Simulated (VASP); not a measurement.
# AlO (P-3m1) in VASP: further runs

The runs below take AlO through single point, relaxation of cell and atoms, with PBE.

Program: VASP 6.6.1. These are calculated values, not measurements. Logs are shortened: lines on timing, memory, paths and dates and some standing lists are left out, and cuts for length are marked.

## (1) The cell of the first run

It takes space group P-3m1 (No. 164, trigonal). Conventional cell: a = 2.503 Å, b = 2.503 Å, c = 8.009 Å, α = 90.00°, β = 90.00°, γ = 120.00°. Within 2.3 Å of Al (site symmetry 3m) lie 3 O at 1.74 Å. O (site symmetry 3m) has 3 Al at 1.74 Å within 2.3 Å.

## (2) Single point, PBE (atoms taken out)

Contents of INCAR:

```
SYSTEM = AlO
PREC     = Accurate       ! precision mode
ENCUT    = 520            ! plane-wave cutoff, eV
EDIFF    = 1E-6           ! SCF threshold, eV
ISMEAR   = 0              ! smearing method
SIGMA    = 0.1            ! smearing width, eV
LREAL    = .FALSE.        ! projectors in reciprocal space
LASPH    = .TRUE.         ! aspherical terms in the spheres
NELM     = 60             ! most SCF steps
ALGO     = Normal         ! electronic algorithm
ISIF     = 2              ! what is computed and relaxed
LWAVE    = .FALSE.        ! write WAVECAR
LCHARG   = .FALSE.        ! write CHGCAR
GGA      = PE             ! functional
NBANDS   = 17             ! bands
```

Contents of KPOINTS:

```
regular mesh
0
G
  6 6 2
  0 0 0
```

Contents of POSCAR:

```
AlO
1.0
    2.5028996300      0.0000000000      0.0000000000
   -1.2514498100      2.1675746600      0.0000000000
    0.0000000000      0.0000000000      8.0092788100
Al O
2 2
Direct
    0.0000000000      0.0000000000      0.7500000000
    0.0000000000      0.0000000000      0.2500000000
    0.3333333300      0.6666666700      0.8700000000
    0.6666666700      0.3333333300      0.1300000000
```

Potentials or basis: VASP PAW PBE potentials, release 64 (Al, O).

Launch:

```sh
> cat potpaw_PBE.64/Al/POTCAR potpaw_PBE.64/O/POTCAR > POTCAR
> mpirun -np 1 vasp_std > vasp.out
```

OUTCAR:

```text
SYSTEM = AlO
   PREC = Accurate
   ENCUT = 520
   EDIFF = 1E-6
   ISMEAR = 0
   LREAL = .FALSE.
   LASPH = .TRUE.
   NELM = 60
   ISIF = 2
   GGA = PE

 ion  position               nearest neighbor table
   1  0.000  0.000  0.750-   3 1.74   3 1.74   3 1.74
   2  0.000  0.000  0.250-   4 1.74   4 1.74   4 1.74
   3  0.333  0.667  0.870-   1 1.74   1 1.74   1 1.74
   4  0.667  0.333  0.130-   2 1.74   2 1.74   2 1.74

  LATTYP: Found a hexagonal cell.
 ALAT       =     2.5028996300
 C/A-ratio  =     3.1999999976

  Lattice vectors:

 A1 = (   2.5028996300,   0.0000000000,   0.0000000000)
 A2 = (  -1.2514498100,   2.1675746600,   0.0000000000)
 A3 = (   0.0000000000,   0.0000000000,   8.0092788100)

Analysis of symmetry for initial positions (statically):
=====================================================================
 Subroutine PRICEL returns:
 Original cell was already a primitive cell.

 Routine SETGRP: Setting up the symmetry group for a
 hexagonal supercell.

 Subroutine GETGRP returns: Found 12 space group operations
 (whereof 12 operations were pure point group operations)
 out of a pool of 24 trial point group operations.

The static configuration has the point symmetry D_3d.

Analysis of symmetry for dynamics (positions and initial velocities):
=====================================================================
 Subroutine PRICEL returns:
 Original cell was already a primitive cell.

 Routine SETGRP: Setting up the symmetry group for a
 hexagonal supercell.

 Subroutine GETGRP returns: Found 12 space group operations
 (whereof 12 operations were pure point group operations)
 out of a pool of 24 trial point group operations.

The dynamic configuration has the point symmetry D_3d.

 Subroutine INISYM returns: Found 12 space group operations
 (whereof 12 operations are pure point group operations),
 and found     1 'primitive' translations

----------------------------------------------------------------------------------------

                                     Primitive cell

  volume of cell :      43.4521

  direct lattice vectors                    reciprocal lattice vectors
     2.502899630  0.000000000  0.000000000     0.399536597  0.230672561  0.000000000
    -1.251449810  2.167574660  0.000000000     0.000000000  0.461345124  0.000000000
     0.000000000  0.000000000  8.009278810     0.000000000  0.000000000  0.124855187

  length of vectors
     2.502899630  2.502899625  8.009278810     0.461345123  0.461345124  0.124855187

  position of ions in fractional coordinates (direct lattice)
     0.000000000  0.000000000  0.750000000
     0.000000000  0.000000000  0.250000000
     0.333333330  0.666666670  0.870000000
     0.666666670  0.333333330  0.130000000

  ion indices of the primitive-cell ions
   primitive index   ion index
                 1           1
                 2           2
                 3           3
                 4           4

----------------------------------------------------------------------------------------

 KPOINTS: regular mesh

Automatic generation of k-mesh.
 Grid dimensions read from file:
 generate k-points for:    6    6    2

 Generating k-lattice:

  Cartesian coordinates                     Fractional coordinates (reciprocal lattice)
     0.066589433  0.038445427  0.000000000     0.166666667  0.000000000  0.000000000
     0.000000000  0.076890854  0.000000000     0.000000000  0.166666667  0.000000000
     0.000000000  0.000000000  0.062427593     0.000000000  0.000000000  0.500000000

  Length of vectors
     0.076890854  0.076890854  0.062427593

  Shift w.r.t. Gamma in fractional coordinates (k-lattice)
     0.000000000  0.000000000  0.000000000

 Subroutine IBZKPT returns following result:
 ===========================================

 Found     14 irreducible k-points:

 Following reciprocal coordinates:
            Coordinates               Weight
  0.000000  0.000000  0.000000      1.000000
  0.166667  0.000000  0.000000      6.000000
  0.333333 -0.000000  0.000000      6.000000
  0.500000  0.000000  0.000000      3.000000
  0.166667  0.166667  0.000000      6.000000
  0.333333  0.166667  0.000000     12.000000
  0.333333  0.333333  0.000000      2.000000
  0.000000  0.000000  0.500000      1.000000
  0.166667  0.000000  0.500000      6.000000
  0.333333 -0.000000  0.500000      6.000000
  0.500000  0.000000  0.500000      3.000000
  0.166667  0.166667  0.500000      6.000000
  0.333333  0.166667  0.500000     12.000000
  0.333333  0.333333  0.500000      2.000000
   k-points           NKPTS =     14   k-points in BZ     NKDIM =     14   number of bands    NBANDS=     17
   number of dos      NEDOS =    301   number of ions     NIONS =      4
   total plane-waves  NPLWV =  24000
   dimension x,y,z NGX =    20 NGY =   20 NGZ =   60
   dimension x,y,z NGXF=    40 NGYF=   40 NGZF=  120
   ions per type =               2   2
   NGX,Y,Z   is equivalent  to a cutoff of  13.28, 13.28, 12.45 a.u.
   NGXF,Y,Z  is equivalent  to a cutoff of  26.57, 26.57, 24.91 a.u.
 SYSTEM =  AlO
   PREC   = accura    normal or accurate (medium, high low for compatibility)
   ISTART =      0    job   : 0-new  1-cont  2-samecut
   ICHARG =      2    charge: 1-file 2-atom 10-const
   ISPIN  =      1    spin polarized calculation?
   LNONCOLLINEAR =      F non collinear calculations
   LSORBIT =      F    spin-orbit coupling
   LASPH  =      T    aspherical Exc in radial PAW
   ENCUT  =  520.0 eV  38.22 Ry    6.18 a.u.   4.65  4.65 14.89*2*pi/ulx,y,z
   NELM   =     60;   NELMIN=  2; NELMDL= -5     # of ELM steps
   EDIFF  = 0.1E-05   stopping-criterion for ELM
   LREAL  =      F    real-space projection
   EDIFFG = 0.1E-04   stopping-criterion for IOM
   NSW    =      0    number of steps for IOM
   IBRION =     -1    ionic relax: 0-MD 1-quasi-New 2-CG
   NFREE  =      0    steps in history (QN), initial steepest desc. (CG)
   ISIF   =      2    stress and relaxation
   ISYM   =      2    0-nonsym 1-usesym 2-fastsym
   POTIM  = 0.5000    time-step for ionic-motion
   TEBEG  =    0.0;   TEEND  =   0.0 temperature during run
   PSTRESS=    0.0 pullay stress
   NELECT =      18.0000    total number of electrons
   NUPDOWN=      -1.0000    fix difference up-down
   EMIN   =  10.00;   EMAX   =-10.00  energy-range for DOS
   EFERMI =   0.00;   METHOD = LEGACY
   ISMEAR =     0;   SIGMA  =   0.10  broadening in eV -4-tet -1-fermi 0-gaus
   EFERMI_NEDOS =   21; number of points for ismear=-14 and -15
   IALGO  =     38    algorithm
   IMIX   =      4    mixing-type and parameters
     AMIX     =   0.40;   BMIX     =  1.00
     AMIX_MAG =   1.60;   BMIX_MAG =  1.00
  volume/ion in A,a.u.               =      10.86        73.31
  Fermi-wavevector in a.u.,A,eV,Ry     =   1.220381  2.306185 20.263555  1.489329
  Thomas-Fermi vector in A             =   2.355600
   LORBIT       =      0    0 simple, 1 ext, 2 COOP (PROOUT), +10 PAW based schemes
   GGA     = PE    functional components
   LHFCALC =     F    Hartree Fock is set to
   AEXX    =    0.0000 exact exchange contribution
   IVDW    =     0    specifies the selected vdW correction
   LEPSILON=     F    determine dielectric tensor
   LRPA    =     F    only Hartree local field effects (RPA)
 non-spin polarized calculation
 Gauss-broadening in eV      SIGMA  =   0.10
  energy-cutoff  :      520.00
  volume of cell :       43.45
 maximum number of plane-waves:      1182
 NGX is ok and might be reduce to    20
   NGX =  9   NGY =  9   NGZ = 29

 number of electron      18.0000002 magnetization

 Free energy of the ion-electron system (eV)
  ---------------------------------------------------
  ext. energy  EPLUGINS =         0.00000000
  ---------------------------------------------------
  free energy    TOTEN  =       -21.03417169 eV

  energy without entropy =      -21.02178965  energy(sigma->0) =      -21.02798067

 E-fermi :   6.6925     XC(G=0): -10.5929

 val. band max:        6.5976594244   @ k =   0.3333   0.1667   0.5000
 cond. band min:       6.7395662161   @ k =   0.1667   0.1667   0.0000
 fundamental gap:      0.1419067917
 Fermi energy:         6.6925338886

 k-point     1 :       0.0000    0.0000    0.0000
  band No.  band energies     occupation
      1     -14.9435      2.00000
      2     -14.3533      2.00000
      3      -2.3466      2.00000
      4      -0.4847      2.00000
      5       2.6374      2.00000
      6       4.5609      2.00000
[... 9 lines left out ...]
     16      23.4974      0.00000
     17      23.6827      0.00000

 k-point     2 :       0.1667    0.0000    0.0000
  band No.  band energies     occupation
      1     -14.4798      2.00000
      2     -13.9278      2.00000
      3      -1.6581      2.00000
      4       0.0109      2.00000
      5       2.3520      2.00000
      6       3.0064      2.00000
[... 9 lines left out ...]
     16      21.1864      0.00000
     17      22.5392      0.00000

 k-point     3 :       0.3333   -0.0000    0.0000
  band No.  band energies     occupation
      1     -13.3556      2.00000
      2     -12.9498      2.00000
      3      -0.5645      2.00000
      4      -0.1155      2.00000
      5       0.1774      2.00000
      6       2.1138      2.00000
[... 9 lines left out ...]
     16      20.9281      0.00000
     17      21.0634      0.00000

 k-point     4 :       0.5000    0.0000    0.0000
  band No.  band energies     occupation
      1     -12.5986      2.00000
      2     -12.4048      2.00000
      3      -1.8324      2.00000
      4      -1.4141      2.00000
      5       1.6989      2.00000
      6       2.6545      2.00000
[... 9 lines left out ...]
     16      20.3253      0.00000
     17      20.7447      0.00000

 k-point     5 :       0.1667    0.1667    0.0000
  band No.  band energies     occupation
      1     -13.6764      2.00000
      2     -13.2160      2.00000
      3      -0.3905      2.00000
      4       0.2034      2.00000
      5       0.7234      2.00000
      6       2.0465      2.00000
[... 9 lines left out ...]
     16      20.4456      0.00000
     17      20.7718      0.00000

 k-point     6 :       0.3333    0.1667    0.0000
  band No.  band energies     occupation
      1     -12.6510      2.00000
      2     -12.4122      2.00000
      3      -1.1137      2.00000
      4      -0.7872      2.00000
      5       1.4945      2.00000
      6       2.0126      2.00000
[... 9 lines left out ...]
     16      19.1695      0.00000
     17      21.2935      0.00000

 k-point     7 :       0.3333    0.3333    0.0000
  band No.  band energies     occupation
      1     -12.2041      2.00000
      2     -12.2041      2.00000
      3      -0.3242      2.00000
      4      -0.3242      2.00000
      5       0.0643      2.00000
      6       0.7956      2.00000
[... 9 lines left out ...]
     16      19.2717      0.00000
     17      20.2351      0.00000

 k-point     8 :       0.0000    0.0000    0.5000
  band No.  band energies     occupation
      1     -14.9416      2.00000
      2     -14.3561      2.00000
      3      -2.0081      2.00000
      4      -1.1840      2.00000
      5       4.3412      2.00000
      6       4.4402      2.00000
[... 9 lines left out ...]
     16      23.4320      0.00000
     17      23.7450      0.00000

 k-point     9 :       0.1667    0.0000    0.5000
  band No.  band energies     occupation
      1     -14.4781      2.00000
      2     -13.9300      2.00000
      3      -1.3551      2.00000
      4      -0.5872      2.00000
      5       2.6164      2.00000
      6       2.9969      2.00000
[... 9 lines left out ...]
     16      21.6360      0.00000
     17      22.4980      0.00000

 k-point    10 :       0.3333   -0.0000    0.5000
  band No.  band energies     occupation
      1     -13.3547      2.00000
      2     -12.9507      2.00000
      3      -0.6110      2.00000
      4      -0.1144      2.00000
      5       0.3531      2.00000
      6       1.8462      2.00000
[... 9 lines left out ...]
     16      21.0228      0.00000
     17      21.4863      0.00000

 k-point    11 :       0.5000    0.0000    0.5000
  band No.  band energies     occupation
      1     -12.5985      2.00000
      2     -12.4049      2.00000
      3      -1.8319      2.00000
      4      -1.4211      2.00000
      5       1.7419      2.00000
      6       2.6368      2.00000
[... 9 lines left out ...]
     16      20.1042      0.00000
     17      20.4391      0.00000

 k-point    12 :       0.1667    0.1667    0.5000
  band No.  band energies     occupation
      1     -13.6752      2.00000
      2     -13.2175      2.00000
      3      -0.1648      2.00000
      4      -0.0185      2.00000
      5       0.7600      2.00000
      6       1.8358      2.00000
[... 9 lines left out ...]
     16      20.1678      0.00000
     17      21.0311      0.00000

 k-point    13 :       0.3333    0.1667    0.5000
  band No.  band energies     occupation
      1     -12.6506      2.00000
      2     -12.4125      2.00000
      3      -1.1174      2.00000
      4      -0.7937      2.00000
      5       1.5749      2.00000
      6       1.9988      2.00000
[... 9 lines left out ...]
     16      19.3142      0.00000
     17      20.8826      0.00000

 k-point    14 :       0.3333    0.3333    0.5000
  band No.  band energies     occupation
      1     -12.2042      2.00000
      2     -12.2042      2.00000
      3      -0.3274      2.00000
      4      -0.3274      2.00000
      5       0.0683      2.00000
      6       0.7899      2.00000
[... 9 lines left out ...]
     16      19.1286      0.00000
     17      21.3067      0.00000

------------------------ aborting loop because EDIFF is reached ----------------------------------------

  FORCE on cell =-STRESS in cart. coord.  units (eV):
  Direction    XX          YY          ZZ          XY          YZ          ZX
  --------------------------------------------------------------------------------------
  -------------------------------------------------------------------------------------
  Total       21.4325609     21.4325608      0.5450551      0.0000000      0.0000000     -0.0000000
  in kB      790.2667991    790.2667971     20.0974082      0.0000018      0.0000000     -0.0000000
  external PRESSURE =     533.5436681 kB  Pullay stress =       0.0000000 kB

 VOLUME and BASIS-vectors are now :
 -----------------------------------------------------------------------------
  energy-cutoff  :      520.00
  volume of cell :       43.45
      direct lattice vectors                 reciprocal lattice vectors
     2.502899630  0.000000000  0.000000000     0.399536597  0.230672561  0.000000000
    -1.251449810  2.167574660  0.000000000     0.000000000  0.461345124  0.000000000
     0.000000000  0.000000000  8.009278810     0.000000000  0.000000000  0.124855187

 POSITION                                       TOTAL-FORCE (eV/Angst)
 -----------------------------------------------------------------------------------
      0.00000      0.00000      6.00696         0.000000      0.000000      0.247378
      0.00000      0.00000      2.00232         0.000000      0.000000     -0.247378
     -0.00000      1.44505      6.96807         0.000000      0.000000     -1.521927
      1.25145      0.72252      1.04121        -0.000000      0.000000      1.521927
 -----------------------------------------------------------------------------------
    total drift:                               -0.000000     -0.000000      0.000000

  FREE ENERGIE OF THE ION-ELECTRON SYSTEM (eV)
  ---------------------------------------------------
  free  energy   TOTEN  =       -21.0341716884 eV

  energy  without entropy=      -21.0217896493  energy(sigma->0) =      -21.02798067
```

Run time: 11 s. Hardware: 1 thread of Intel Xeon 8259CL, shared host; peak memory 0.15 GiB.

Results:

* Free energy: -21.0342 eV
* Pressure: 53.4 GPa
* Largest force: 1.522 eV/Å
* Band gap on the k mesh: zero (bands 9 and 10 overlap by 4.19 eV)

Forces on the atoms (eV/Å):
```
Al   0.000  0.000  0.247
Al   0.000  0.000 -0.247
O    0.000  0.000 -1.522
O    0.000  0.000  1.522
```

Caveat: the k points lie up to 0.48 Å⁻¹ apart, too coarse for converged energies and pressures of a metal; the cell differs from its parent crystal (atoms taken out); forces of over 1 eV/Å act on the atoms, so gaps and moduli don't describe the material at rest.

(Part 1 of 3 ends here.)

The gap in the log of VASP goes by the Fermi energy; the results here count the filled bands.